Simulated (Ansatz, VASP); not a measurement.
One calculation of CdS, two programs

```xyz
2
Lattice="4.3172 0.0000 0.0000 -2.1586 3.7388 0.0000 0.0000 0.0000 5.8805" Properties=species:S:1:pos:R:3 pbc="T T T"
Cd    0.0000    0.0000    2.6033
S     2.1586    1.2463    2.5540
```

Alike in both runs: task single point; functional r2SCAN; k mesh 6 × 6 × 4; no spin polarisation.

|  | VASP | Ansatz |
| --- | --- | --- |
| version | VASP 6.6.1 | Ansatz 0.2.0 |
| potentials or method | VASP PAW PBE potentials, release 64 (Cd, S), cutoff 520 eV | plane waves, PAW |
| occupations | fermi-dirac, width 0.1 eV | fermi-dirac |
| valence electrons in the cell | 18 | 26 |

Ansatz gave:

| Property | Result |
| --- | --- |
| pressure (GPa) | -1.8 |
| traceless stress, the component that is largest in VASP (GPa) | 1.76 |

Q: Estimate VASP's values.

A: Pressure (GPa): -1.7; traceless stress, the component that is largest in VASP (GPa): 1.61.

VASP's potentials were made for PBE, not for r2SCAN. VASP's potentials hold 18 valence electrons a cell and Ansatz's 26, so a difference there can come from the potentials and not from the codes. Ansatz's warnings: structure snapped to symmetry.
